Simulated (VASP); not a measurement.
# Zr4Cl (P6/mmm) in VASP: further runs

The runs below take Zr4Cl through relaxation of cell and atoms, single point, with PBE.

Everything below comes from runs of VASP 6.6.1. Logs are shortened: lines on timing, memory, paths and dates and some standing lists are left out, and cuts for length are marked.

**1. The cell of the first run**

The structure is hexagonal, space group P6/mmm (No. 191). The conventional cell has a = 4.831 Å, b = 4.831 Å, c = 4.647 Å, α = 90.00°, β = 90.00°, γ = 120.00°. Zr (site symmetry -6m2) has 5 Zr at 2.32 to 2.79 Å within 3.1 Å. Zr (site symmetry -6m2) has 5 Zr at 2.32 to 2.79 Å and 3 Cl at 2.79 Å within 3.1 Å. Within 3.7 Å of Cl (site symmetry 6/mmm) lie 18 Zr at 2.79 to 3.63 Å.

The cell was generated, and may not be a known phase.

**2. Relaxation of cell and atoms, PBE**

Contents of INCAR:

```
SYSTEM = Zr4Cl
ALGO = Normal ; EDIFF = 1E-7
EDIFFG = -0.04 ; ENCUT = 600
GGA = PE ; IBRION = 2
ISIF = 3 ; ISMEAR = 0
LASPH = .TRUE. ; LCHARG = .FALSE.
LREAL = .FALSE. ; LWAVE = .FALSE.
NELM = 100 ; NSW = 90
PREC = Accurate ; SIGMA = 0.1
```

Contents of KPOINTS:

```
k-points
0
G
  6 6 4
  0 0 0
```

Contents of POSCAR:

```
Zr4Cl
1.0
    4.8313820100      0.0000000000      0.0000000000
   -2.4156910000      4.1840995500      0.0000000000
    0.0000000000      0.0000000000      4.6471990500
Zr Cl
4 1
Direct
    0.3333333300      0.6666666700      0.5000000000
    0.6666666700      0.3333333300      0.5000000000
    0.3333333300      0.6666666700      0.0000000000
    0.6666666700      0.3333333300      0.0000000000
    0.0000000000      0.0000000000      0.0000000000
```

Potentials or basis: VASP PAW PBE potentials, release 64 (Zr_sv, Cl).

Launch:

```
$ cat potpaw_PBE.64/Zr_sv/POTCAR potpaw_PBE.64/Cl/POTCAR > POTCAR
$ mpirun -np 1 vasp_std > vasp.out
```

OUTCAR:

```text
SYSTEM = Zr4Cl
   EDIFF = 1E-7
   EDIFFG = -0.04
   ENCUT = 600
   GGA = PE
   IBRION = 2
   ISIF = 3
   ISMEAR = 0
   LASPH = .TRUE.
   LREAL = .FALSE.
   NELM = 100
   NSW = 90
   PREC = Accurate

 ion  position               nearest neighbor table
   1  0.333  0.667  0.500-   3 2.32   3 2.32   2 2.79   2 2.79   2 2.79   4 3.63   4 3.63   4 3.63
                             4 3.63   4 3.63   4 3.63
   2  0.667  0.333  0.500-   4 2.32   4 2.32   1 2.79   1 2.79   1 2.79   3 3.63   3 3.63   3 3.63
                             3 3.63   3 3.63   3 3.63
   3  0.333  0.667  0.000-   1 2.32   1 2.32   4 2.79   5 2.79   4 2.79   5 2.79   5 2.79   4 2.79
                             2 3.63   2 3.63   2 3.63   2 3.63   2 3.63   2 3.63
   4  0.667  0.333  0.000-   2 2.32   2 2.32   3 2.79   5 2.79   3 2.79   5 2.79   5 2.79   3 2.79
                             1 3.63   1 3.63   1 3.63   1 3.63   1 3.63   1 3.63
   5  0.000  0.000  0.000-   3 2.79   4 2.79   3 2.79   4 2.79   4 2.79   3 2.79

  LATTYP: Found a hexagonal cell.
 ALAT       =     4.8313820100
 C/A-ratio  =     0.9618777899

  Lattice vectors:

 A1 = (   4.8313820100,   0.0000000000,   0.0000000000)
 A2 = (  -2.4156910000,   4.1840995500,   0.0000000000)
 A3 = (   0.0000000000,   0.0000000000,   4.6471990500)

Analysis of symmetry for initial positions (statically):
=====================================================================
 Subroutine PRICEL returns:
 Original cell was already a primitive cell.

 Routine SETGRP: Setting up the symmetry group for a
 hexagonal supercell.

 Subroutine GETGRP returns: Found 24 space group operations
 (whereof 24 operations were pure point group operations)
 out of a pool of 24 trial point group operations.

The static configuration has the point symmetry D_6h.

Analysis of symmetry for dynamics (positions and initial velocities):
=====================================================================
 Subroutine PRICEL returns:
 Original cell was already a primitive cell.

 Routine SETGRP: Setting up the symmetry group for a
 hexagonal supercell.

 Subroutine GETGRP returns: Found 24 space group operations
 (whereof 24 operations were pure point group operations)
 out of a pool of 24 trial point group operations.

The dynamic configuration has the point symmetry D_6h.

 Subroutine INISYM returns: Found 24 space group operations
 (whereof 24 operations are pure point group operations),
 and found     1 'primitive' translations

----------------------------------------------------------------------------------------

                                     Primitive cell

  volume of cell :      93.9431

  direct lattice vectors                    reciprocal lattice vectors
     4.831382010  0.000000000  0.000000000     0.206980114  0.119500025  0.000000000
    -2.415691000  4.184099550  0.000000000     0.000000000  0.239000050  0.000000000
     0.000000000  0.000000000  4.647199050     0.000000000  0.000000000  0.215183380

  length of vectors
     4.831382010  4.831382002  4.647199050     0.239000049  0.239000050  0.215183380

  position of ions in fractional coordinates (direct lattice)
     0.333333330  0.666666670  0.500000000
     0.666666670  0.333333330  0.500000000
     0.333333330  0.666666670  0.000000000
     0.666666670  0.333333330  0.000000000
     0.000000000  0.000000000  0.000000000

  ion indices of the primitive-cell ions
   primitive index   ion index
                 1           1
                 2           2
                 3           3
                 4           4
                 5           5

----------------------------------------------------------------------------------------

 KPOINTS: k-points

Automatic generation of k-mesh.
 Grid dimensions read from file:
 generate k-points for:    6    6    4

 Generating k-lattice:

  Cartesian coordinates                     Fractional coordinates (reciprocal lattice)
     0.034496686  0.019916671  0.000000000     0.166666667  0.000000000  0.000000000
     0.000000000  0.039833342  0.000000000     0.000000000  0.166666667  0.000000000
     0.000000000  0.000000000  0.053795845     0.000000000  0.000000000  0.250000000

  Length of vectors
     0.039833342  0.039833342  0.053795845

  Shift w.r.t. Gamma in fractional coordinates (k-lattice)
     0.000000000  0.000000000  0.000000000

 Subroutine IBZKPT returns following result:
 ===========================================

 Found     21 irreducible k-points:

 Following reciprocal coordinates:
            Coordinates               Weight
  0.000000  0.000000  0.000000      1.000000
  0.166667  0.000000  0.000000      6.000000
  0.333333  0.000000  0.000000      6.000000
  0.500000  0.000000  0.000000      3.000000
  0.166667  0.166667  0.000000      6.000000
  0.333333  0.166667  0.000000     12.000000
[... 13 lines left out ...]
  0.333333  0.166667  0.500000     12.000000
  0.333333  0.333333  0.500000      2.000000
   k-points           NKPTS =     21   k-points in BZ     NKDIM =     21   number of bands    NBANDS=     33
   number of dos      NEDOS =    301   number of ions     NIONS =      5
   total plane-waves  NPLWV =  64000
   dimension x,y,z NGX =    40 NGY =   40 NGZ =   40
   dimension x,y,z NGXF=    80 NGYF=   80 NGZF=   80
   ions per type =               4   1
   NGX,Y,Z   is equivalent  to a cutoff of  13.76, 13.76, 14.31 a.u.
   NGXF,Y,Z  is equivalent  to a cutoff of  27.53, 27.53, 28.62 a.u.
 SYSTEM =  Zr4Cl
   PREC   = accura    normal or accurate (medium, high low for compatibility)
   ISTART =      0    job   : 0-new  1-cont  2-samecut
   ICHARG =      2    charge: 1-file 2-atom 10-const
   ISPIN  =      1    spin polarized calculation?
   LNONCOLLINEAR =      F non collinear calculations
   LSORBIT =      F    spin-orbit coupling
   LASPH  =      T    aspherical Exc in radial PAW
   ENCUT  =  600.0 eV  44.10 Ry    6.64 a.u.   9.65  9.65  9.28*2*pi/ulx,y,z
   NELM   =    100;   NELMIN=  2; NELMDL= -5     # of ELM steps
   EDIFF  = 0.1E-06   stopping-criterion for ELM
   LREAL  =      F    real-space projection
   EDIFFG = -.4E-01   stopping-criterion for IOM
   NSW    =     90    number of steps for IOM
   IBRION =      2    ionic relax: 0-MD 1-quasi-New 2-CG
   NFREE  =      1    steps in history (QN), initial steepest desc. (CG)
   ISIF   =      3    stress and relaxation
   ISYM   =      2    0-nonsym 1-usesym 2-fastsym
   POTIM  = 0.5000    time-step for ionic-motion
   TEBEG  =    0.0;   TEEND  =   0.0 temperature during run
   PSTRESS=    0.0 pullay stress
   NELECT =      55.0000    total number of electrons
   NUPDOWN=      -1.0000    fix difference up-down
   EMIN   =  10.00;   EMAX   =-10.00  energy-range for DOS
   EFERMI =   0.00;   METHOD = LEGACY
   ISMEAR =     0;   SIGMA  =   0.10  broadening in eV -4-tet -1-fermi 0-gaus
   EFERMI_NEDOS =   21; number of points for ismear=-14 and -15
   IALGO  =     38    algorithm
   IMIX   =      4    mixing-type and parameters
     AMIX     =   0.40;   BMIX     =  1.00
     AMIX_MAG =   1.60;   BMIX_MAG =  1.00
  volume/ion in A,a.u.               =      18.79       126.79
  Fermi-wavevector in a.u.,A,eV,Ry     =   1.369538  2.588052 25.519565  1.875635
  Thomas-Fermi vector in A             =   2.495405
   LORBIT       =      0    0 simple, 1 ext, 2 COOP (PROOUT), +10 PAW based schemes
   GGA     = PE    functional components
   LHFCALC =     F    Hartree Fock is set to
   AEXX    =    0.0000 exact exchange contribution
   IVDW    =     0    specifies the selected vdW correction
   LEPSILON=     F    determine dielectric tensor
   LRPA    =     F    only Hartree local field effects (RPA)
 conjugate gradient relaxation of ions
 non-spin polarized calculation
 Gauss-broadening in eV      SIGMA  =   0.10
  energy-cutoff  :      600.00
  volume of cell :       93.94
 maximum number of plane-waves:      3163
 NGX is ok and might be reduce to    40
   NGX = 19   NGY = 19   NGZ = 19

--------------------------------------- Ionic step        1  -------------------------------------------

 number of electron      55.0000000 magnetization

 Free energy of the ion-electron system (eV)
  ---------------------------------------------------
  ext. energy  EPLUGINS =         0.00000000
  ---------------------------------------------------
  free energy    TOTEN  =       -27.27127676 eV

  energy without entropy =      -27.22856494  energy(sigma->0) =      -27.24992085

 E-fermi :  10.3620     XC(G=0): -11.4731

 val. band max:       10.3553647158   @ k =   0.3333   0.0000   0.0000
 cond. band min:      10.3734609808   @ k =   0.1667   0.0000   0.2500
 fundamental gap:      0.0180962650
 Fermi energy:        10.3620171805

 k-point     1 :       0.0000    0.0000    0.0000
  band No.  band energies     occupation
      1     -38.5299      2.00000
      2     -38.1779      2.00000
      3     -37.2875      2.00000
      4     -36.9647      2.00000
      5     -19.0908      2.00000
      6     -18.6960      2.00000
[... 25 lines left out ...]
     32      11.4424      0.00000
     33      13.2498      0.00000
[... 740 lines left out ...]
 POSITION                                       TOTAL-FORCE (eV/Angst)
 -----------------------------------------------------------------------------------
     -0.00000      2.78940      2.32360         0.000000      0.000000      0.000000
      2.41569      1.39470      2.32360        -0.000000      0.000000      0.000000
     -0.00000      2.78940      0.00000        -0.000000      0.000000      0.000000
      2.41569      1.39470      0.00000         0.000000      0.000000     -0.000000
      0.00000      0.00000      0.00000        -0.000000      0.000000      0.000000
 -----------------------------------------------------------------------------------
    total drift:                                0.000000     -0.000000     -0.000000

  FREE ENERGIE OF THE ION-ELECTRON SYSTEM (eV)
  ---------------------------------------------------
  free  energy   TOTEN  =       -27.2712767597 eV

  energy  without entropy=      -27.2285649436  energy(sigma->0) =      -27.24992085

--------------------------------------- Ionic step        2  -------------------------------------------

 number of electron      55.0000009 magnetization

 E-fermi :   4.2685     XC(G=0):  -8.8616

 val. band max:        4.2610739130   @ k =   0.1667   0.0000   0.0000
 cond. band min:       4.2712908351   @ k =   0.3333   0.1667   0.5000
 fundamental gap:      0.0102169221
 Fermi energy:         4.2685289455

 k-point     1 :       0.0000    0.0000    0.0000
  band No.  band energies     occupation
      1     -45.0263      2.00000
      2     -44.9576      2.00000
      3     -44.9568      2.00000
      4     -44.8893      2.00000
      5     -23.1791      2.00000
      6     -23.1791      2.00000
[... 25 lines left out ...]
     32       5.3198      0.00000
     33       5.3430      0.00000
[... 974 lines left out ...]
 POSITION                                       TOTAL-FORCE (eV/Angst)
 -----------------------------------------------------------------------------------
     -0.00000      2.99512      2.82291        -0.000000      0.000000      0.000000
      2.59385      1.49756      2.82291         0.000000     -0.000000     -0.000000
     -0.00000      2.99512      5.64581         0.000000     -0.000000     -0.000000
      2.59385      1.49756     -0.00000        -0.000000      0.000000      0.000000
      0.00000      0.00000      0.00000         0.000000      0.000000     -0.000000
 -----------------------------------------------------------------------------------
    total drift:                                0.000000     -0.000000     -0.000000

  FREE ENERGIE OF THE ION-ELECTRON SYSTEM (eV)
  ---------------------------------------------------
  free  energy   TOTEN  =       -31.9140362710 eV

  energy  without entropy=      -31.8639914849  energy(sigma->0) =      -31.88901388

--------------------------------------- Ionic step        9  -------------------------------------------

 number of electron      55.0000000 magnetization

 Free energy of the ion-electron system (eV)
  ---------------------------------------------------
  ext. energy  EPLUGINS =         0.00000000
  ---------------------------------------------------
  free energy    TOTEN  =       -31.91423029 eV

  energy without entropy =      -31.86396106  energy(sigma->0) =      -31.88909567

 E-fermi :   6.5526     XC(G=0):  -9.9501

 val. band max:        6.5435638920   @ k =   0.3333   0.1667   0.0000
 cond. band min:       6.5707754073   @ k =   0.5000   0.0000   0.5000
 fundamental gap:      0.0272115153
 Fermi energy:         6.5526191942

 k-point     1 :       0.0000    0.0000    0.0000
  band No.  band energies     occupation
      1     -42.2584      2.00000
      2     -42.1031      2.00000
      3     -42.0579      2.00000
      4     -41.9099      2.00000
      5     -20.9172      2.00000
      6     -20.7171      2.00000
[... 25 lines left out ...]
     32       7.4388      0.00000
     33       8.2415      0.00000
[... 731 lines left out ...]
 VOLUME and BASIS-vectors are now :
 -----------------------------------------------------------------------------
  energy-cutoff  :      600.00
  volume of cell :      131.89
      direct lattice vectors                 reciprocal lattice vectors
     5.189430676  0.000000000 -0.000000000     0.192699366  0.111255031  0.000000000
    -2.594715332  4.494178789 -0.000000000    -0.000000000  0.222510062  0.000000000
    -0.000000000 -0.000000000  5.655093248     0.000000000  0.000000000  0.176831744

 POSITION                                       TOTAL-FORCE (eV/Angst)
 -----------------------------------------------------------------------------------
     -0.00000      2.99612      2.82755         0.000000     -0.000000     -0.000000
      2.59472      1.49806      2.82755        -0.000000      0.000000      0.000000
     -0.00000      2.99612     -0.00000        -0.000000     -0.000000      0.000000
      2.59472      1.49806     -0.00000        -0.000000      0.000000      0.000000
      0.00000      0.00000      0.00000        -0.000000      0.000000     -0.000000
 -----------------------------------------------------------------------------------
    total drift:                                0.000000     -0.000000     -0.000000

  FREE ENERGIE OF THE ION-ELECTRON SYSTEM (eV)
  ---------------------------------------------------
  free  energy   TOTEN  =       -31.9142302863 eV

  energy  without entropy=      -31.8639610618  energy(sigma->0) =      -31.88909567

 reached required accuracy - stopping structural energy minimisation
```

Run time: 11 min. Hardware: 1 thread of Oxide Virtual Turin-like, shared host; peak memory 0.24 GiB.

What came out:

* Free energy: -31.9142 eV
* Relaxed volume: 26.38 Å³/atom
* Relaxed cell: a = 5.189 Å, b = 5.189 Å, c = 5.655 Å, α = 90.00°, β = 90.00°, γ = 120.00°
* Space group after relaxing (to 0.1 Å): P6/mmm (No. 191)
* Energy gained by relaxing: 928.6 meV/atom
* Ionic steps: 9
* Pressure after relaxing: -0.1 GPa
* Band gap on the k mesh: zero (an odd number of electrons rules out a gap without spin polarisation)

The path:
```tsv
step	energy change (eV)	largest force (eV/Å)	pressure (GPa)	volume (Å³)
1	0.0000	0.0000	40.16	93.94
2	-3.0807	0.0000	-9.17	171.46
3	-4.6389	0.0000	-0.59	133.66
4	-4.6408	0.0000	-0.21	132.78
5	-4.6403	0.0000	0.17	131.92
6	-4.6411	0.0000	0.22	131.65
7	-4.6419	0.0000	0.30	131.18
8	-4.6428	0.0000	0.10	131.59
9	-4.6430	0.0000	-0.05	131.89
```

Final structure:
```yaml
crystal:
  lattice:
    - [5.18943, 0.00000, 0.00000]
    - [-2.59472, 4.49418, 0.00000]
    - [0.00000, 0.00000, 5.65509]
  atoms:
    - { symbol: Zr, position: [0.33333, 0.66667, 0.50000] }
    - { symbol: Zr, position: [0.66667, 0.33333, 0.50000] }
    - { symbol: Zr, position: [0.33333, 0.66667, 0.00000] }
    - { symbol: Zr, position: [0.66667, 0.33333, 0.00000] }
    - { symbol: Cl, position: [0.00000, 0.00000, 0.00000] }
```

Caveat: the volume moved by over 15 % at a fixed basis, so the end points are rough.

**3. Single point, PBE**

This run uses another cell than the first one, of 26.28 Å³/atom.

Contents of INCAR:

```
SYSTEM = Zr4Cl
PREC = Accurate ; ENCUT = 520
EDIFF = 1E-6 ; ISMEAR = 0
SIGMA = 0.1 ; LREAL = .FALSE.
LASPH = .TRUE. ; NELM = 100
ALGO = Fast ; ISIF = 2
LWAVE = .FALSE. ; LCHARG = .FALSE.
GGA = PE ; NBANDS = 36
```

Contents of KPOINTS:

```
Automatic mesh
0
G
  12 12 8
  0 0 0
```

Contents of POSCAR:

```
Zr4Cl
1.0
    5.1643041523      0.0000000000      0.0000000000
   -2.5821520762      4.4724185888      0.0000000000
    0.0000000000      0.0000000000      5.6900686792
Zr Cl
4 1
Direct
    0.3333333333      0.6666666667      0.5000000000
    0.6666666667      0.3333333333      0.5000000000
    0.3333333333      0.6666666667      0.0000000000
    0.6666666667      0.3333333333      0.0000000000
    0.0000000000      0.0000000000      0.0000000000
```

Potentials or basis: VASP PAW PBE potentials, release 64 (Zr_sv, Cl).

Launch:

```
$ cat potpaw_PBE.64/Zr_sv/POTCAR potpaw_PBE.64/Cl/POTCAR > POTCAR
$ mpirun -np 1 vasp_std > vasp.out
```

Wall time 8.7 min (1 thread of Oxide Virtual Turin-like, shared host); peak memory 0.44 GiB.

Results (log left out):

- Free energy: -31.9158 eV
- Pressure: 0.0 GPa
- Band gap on the k mesh: zero (an odd number of electrons rules out a gap without spin polarisation)

Levels at points of the mesh, in eV from the Fermi level:
| k point | band 23 | band 24 | band 25 | band 26 | band 27 | band 28 | band 29 | band 30 | band 31 | band 32 |
| --- | --- | --- | --- | --- | --- | --- | --- | --- | --- | --- |
| (0.00, 0.00, 0.00) | -1.66 | -1.33 | -0.82 | -0.37 | 0.24 | 0.24 | 0.69 | 0.69 | 0.88 | 0.88 |
| (0.50, 0.00, 0.00) | -1.92 | -1.09 | -0.97 | -0.40 | -0.40 | -0.39 | -0.26 | 0.54 | 0.66 | 1.46 |
| (0.00, 0.00, 0.50) | -0.47 | -0.47 | -0.46 | -0.46 | 0.34 | 0.35 | 0.35 | 0.52 | 1.58 | 1.58 |
| (0.50, 0.00, 0.50) | -0.83 | -0.75 | -0.68 | -0.26 | -0.06 | -0.02 | 0.08 | 0.76 | 0.87 | 1.29 |

The gap in the log of VASP goes by the Fermi energy; the results here count the filled bands.